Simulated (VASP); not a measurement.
A run of VASP 6.6.1:

The input INCAR:

```
SYSTEM = KPt
PREC = Accurate
ENCUT = 520
EDIFF = 1E-6
ISMEAR = -1
SIGMA = 0.08
LREAL = .False.
LASPH = .True.
NELM = 150
ALGO = Normal
ISIF = 2
LWAVE = .False.
LCHARG = .True.
ISPIN = 2
MAGMOM = 0 0.15
LORBIT = 11
NUPDOWN = 0.15
LMAXMIX = 4
LELF = .True.
LVHAR = .True.
NBANDS = 20
```

KPOINTS

```
regular mesh
0
Gamma
  11 11 6
  0 0 0
```

POSCAR

```
KPt
1.0
    3.0008472788      0.0000000000      0.0000000000
   -1.5004236394      2.5988099763      0.0000000000
    0.0000000000      0.0000000000      5.3455780000
K Pt
1 1
Direct
    0.0000000000      0.0000000000      0.5000000000
    0.6666666667      0.3333333333      0.0000000000
```

Potentials or basis: VASP PAW LDA potentials, release 64 (K_sv, Pt).

The run is started by

```console
$ cat potpaw_LDA.64/K_sv/POTCAR potpaw_LDA.64/Pt/POTCAR > POTCAR
$ mpirun -np 1 vasp_std > vasp.out
```

Hardware: 1 thread of Intel(R) Xeon(R) Platinum 8259CL CPU @ 2.50GHz (Skylake/Cascade Lake), with other jobs on the host.

Problem. Estimate the wall time of this run.

Solution. Wall time 62 s on 1 thread of Intel(R) Xeon(R) Platinum 8259CL CPU @ 2.50GHz (Skylake/Cascade Lake), with other jobs on the host, peak memory 0.21 GiB. Counts: scf iterations 13, k points 64.
